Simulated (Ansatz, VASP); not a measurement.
## Si3Sn: VASP beside Ansatz

File POSCAR:

```
Si3Sn
1.0
    4.0376389110      0.0000000000      0.0000000000
    0.0000000000      4.0376389110      0.0000000000
    0.0000000000      0.0000000000      5.7486205295
Si Sn
3 1
Direct
    0.5000000000      0.0000000000      0.7746010627
    0.5000000000      0.5000000000      0.0000000000
    0.0000000000      0.5000000000      0.2253989373
    0.0000000000      0.0000000000      0.5000000000
```

File INCAR.step1:

```
ALGO = Normal
EDIFF = 1E-5
ENCUT = 400
GGA = PE
GGA_COMPAT = F
ISIF = 2
ISMEAR = 0
LASPH = T
LREAL = F
LWAVE = T
NBANDS = 21
NELM = 120
PREC = Accurate
SIGMA = 0.01
```

File INCAR.step2:

```
AEXX = 0.15
ALGO = Normal
EDIFF = 1E-6
ENCUT = 400
GGA = PE
GGA_COMPAT = F
HFSCREEN = 0.1
ISIF = 2
ISMEAR = 0
ISTART = 1
LASPH = T
LCHARG = T
LELF = T
LHFCALC = T
LREAL = F
LVHAR = T
LWAVE = F
NBANDS = 21
NELM = 120
PREC = Accurate
PRECFOCK = Normal
SIGMA = 0.01
```

File KPOINTS:

```
k-points
0
Gamma
  4 4 2
```

Input for Ansatz:

```yaml
crystal:
  lattice:
    - [4.037638911, 0.0, 0.0]
    - [0.0, 4.037638911, 0.0]
    - [0.0, 0.0, 5.7486205295]
  atoms:
    - { symbol: Si, position: [0.5, 0.0, 0.7746010627] }
    - { symbol: Si, position: [0.5, 0.5, 0.0] }
    - { symbol: Si, position: [0.0, 0.5, 0.2253989373] }
    - { symbol: Sn, position: [0.0, 0.0, 0.5] }
kpoints:
  mp_grid: { grid: [4, 4, 2] }
hamiltonian:
  xc: { exchange: pbe, correlation: pbe, exx: { coeff: 0.15, omega: 0.1 } }
scf:
  occupations: { method: fixed }
  n_extra_bands: 5
output:
  forces: true
  stress: true
  eigenvalues: true
```

Alike in both runs: task single point; functional PBE-based screened hybrid; k mesh 4 × 4 × 2; no spin polarisation.

|  | VASP | Ansatz |
| --- | --- | --- |
| version | VASP 6.6.1 | Ansatz 0.2.0 |
| potentials or method | VASP PAW PBE potentials, release 64 (Si, Sn_d) | plane waves |
| plane-wave cutoff (eV) | 400 | 420 |
| occupations | gaussian, width 0.01 eV | fixed |
| valence electrons in the cell | 26 | 26 |

```tsv
	VASP	Ansatz	Ansatz less VASP
gap on the k mesh at the Fermi level (eV)	0.73	0.70	-0.023
pressure (GPa)	0.1	0.4	+0.24
traceless stress, the component that is largest in VASP (GPa)	-0.73	-0.76	-0.026
rms of the force components (eV/Å)	0.021	0.019	-0.0014
```

VASP's potentials were made for PBE, not for PBE-based screened hybrid. Atom by atom the forces differ by 0.001 eV/Å (rms over components). Ansatz's warnings: stress exchange threshold loose, stress scf threshold loose.

The k mesh is coarse, so the values compare programs but aren't converged.
